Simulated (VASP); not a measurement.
Set up this calculation in VASP 6.6.1, as the native input.

- Task: single point
- Functional: PBE
- Potentials or basis: VASP PAW PBE potentials, release 64 (Al, Cd, O)
- Cutoff: 520 eV
- k mesh: 10 × 10 × 10
- Occupations: gaussian, width 0.1 eV
- Spin: collinear spin, ferromagnetic start
- Starting moments: [0.0, 0.0, 0.0, 0.65, 0.65, 0.65, 0.65, 0.65, 0.65] μB
- Dipole correction: no
- Further INCAR settings: ALGO = Normal; EDIFF = 1e-06; NBANDS = 41

The structure of Al2CdO6 lies in POSCAR:

```
Al2CdO6
1.0
    0.0000000000      3.7307199893      3.7307199893
    3.7307199893      0.0000000000      3.7307199893
    3.7307199893      3.7307199893      0.0000000000
Al Cd O
2 1 6
Direct
    0.7500000000      0.7500000000      0.7500000000
    0.2500000000      0.2500000000      0.2500000000
    0.0000000000      0.0000000000      0.0000000000
    0.5000000000      0.0000000000      0.0000000000
    0.0000000000      0.5000000000      0.5000000000
    0.0000000000      0.5000000000      0.0000000000
    0.5000000000      0.0000000000      0.5000000000
    0.0000000000      0.0000000000      0.5000000000
    0.5000000000      0.5000000000      0.0000000000
```

This cell differs from its parent crystal: atoms taken out.

The input as run:

INCAR

```
PREC = Accurate
ENCUT = 520
EDIFF = 1E-6
ISMEAR = 0
SIGMA = 0.1
LREAL = F
LASPH = T
NELM = 150
ALGO = Normal
ISIF = 2
LWAVE = F
LCHARG = F
ISPIN = 2
MAGMOM = 0 0 0 0.65 0.65 0.65 0.65 0.65 0.65
LORBIT = 11
GGA = PE
NBANDS = 41
```

KPOINTS

```
regular mesh
0
Gamma
  10 10 10
```

Potentials or basis: VASP PAW PBE potentials, release 64 (Al, Cd, O).

Run with:

```sh
$ cat potpaw_PBE.64/Al/POTCAR potpaw_PBE.64/Cd/POTCAR potpaw_PBE.64/O/POTCAR > POTCAR
$ mpirun -np 1 vasp_std > vasp.out
```

Results of the run:

* Pressure: 0.0 GPa
* Band gap on the k mesh: zero (filled and empty bands overlap)
* Net moment: 4.00 μB per cell
* Site moments: Al -0.02; Cd -0.02; O +0.58 μB
* Valence electrons inside the program's atomic spheres: Al 0.72; Cd 10.04; O 4.96

Caveat: the cell differs from its parent crystal (atoms taken out).

Run time: 6.2 min on 1 thread of Intel(R) Xeon(R) Platinum 8488C (Sapphire Rapids), with other jobs on the host, peak memory 0.47 GiB.
